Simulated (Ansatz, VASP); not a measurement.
# One calculation of Ti, two programs

```
Ti
1.0
     0.00000    2.84985    2.84985
     2.84985    0.00000    2.84985
     2.84985    2.84985    0.00000
Ti
2
Direct
  0.12500 0.12500 0.12500
  0.87500 0.87500 0.87500
```

Alike in both runs: functional PBE; k mesh 10 × 10 × 10; occupations fermi-dirac, width 0.1 eV; no spin polarisation.

Ansatz relaxed the structure, and its values are those at the end. VASP's run is a single point on that final structure, the one shown.

```csv
,VASP,Ansatz
version,VASP 6.6.1,Ansatz 0.2.0
potentials or method,"VASP PAW PBE potentials, release 64 (Ti_sv), cutoff 520 eV","plane waves (420 eV) with PAW, scalar-relativistic"
valence electrons in the cell,24,24
```

|  | VASP | Ansatz | Ansatz less VASP |
| --- | --- | --- | --- |
| pressure (GPa) | 0.1 | 0.0 | -0.06 |
